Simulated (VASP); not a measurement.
The system is BeS.

```xyz
4
Lattice="3.4622 0.0000 0.0000 -1.7311 2.9983 0.0000 0.0000 0.0000 6.9924" Properties=species:S:1:pos:R:3 pbc="T T T"
Be    0.0000    1.9989    1.7481
Be    1.7311    0.9994    5.2443
S     1.7311    0.9994    1.7481
S     0.0000    1.9989    5.2443
```

Program: VASP 6.6.1. Alike in all runs: task single point; no spin polarisation; cell as given; k mesh 12 × 12 × 4; cutoff (eV) 520; smearing gaussian 0.01 eV.

Task: Order these runs on this cell by their band gap on the k mesh, lowest first.
A. level PBE; potentials or basis VASP PAW PBE potentials, release 64 (Be, S)
B. level LDA; potentials or basis VASP PAW LDA potentials, release 64 (Be, S)
C. level r2SCAN; potentials or basis VASP PAW PBE potentials, release 64 (Be, S)

Result: B (3.70 eV), A (3.94 eV), C (4.45 eV).

A k mesh can miss the band edges.
